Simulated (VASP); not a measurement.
# MgO: single point with r2SCAN

Crystal: MgO.

```
Mg O
1.0
     0.00000    2.13515    2.13515
     2.13515    0.00000    2.13515
     2.13515    2.13515    0.00000
Mg O
1 1
Direct
  0.00000 0.00000 0.00000
  0.50000 0.50000 0.50000
```

| Quantity | Value |
| --- | --- |
| Program | VASP 6.6.1 |
| Task | single point |
| Functional | r2SCAN |
| Potentials or basis | VASP PAW PBE potentials, release 64 (Mg_sv, O) |
| Cutoff | 750 eV |
| k mesh | 8 × 8 × 8 |
| Occupations | gaussian, width 0.1 eV |
| Spin | no spin polarisation |
| Dipole correction | no |
| Mended | yes |
| Further INCAR settings | ALGO = Normal; EDIFF = 1e-06; NBANDS = 15 |

- Pressure: -7.0 GPa
- Band gap on the k mesh: 5.24 eV

Levels at points of the mesh, in eV from the valence-band top:
```tsv
k point	band 5	band 6	band 7	band 8	band 9	band 10	band 11	band 12
(0.00, 0.00, 0.00)	-17.98	0.00	0.00	0.00	5.24	16.62	16.62	16.62
(0.50, 0.00, 0.00)	-16.81	-4.42	-0.63	-0.63	8.56	13.36	17.08	17.08
(0.50, 0.50, 0.00)	-16.61	-3.91	-1.31	-1.31	9.98	10.71	13.86	19.81
```

Wall time 60 s on 1 thread of Intel(R) Xeon(R) 6975P-C (Granite Rapids), with other jobs on the host, peak memory 0.16 GiB.

Caveat: the cell stands under tension; the PAW data sets were made with another functional, which shifts forces and pressure a little. r2SCAN opens gaps a little over a GGA but as a rule still falls short of measured ones.
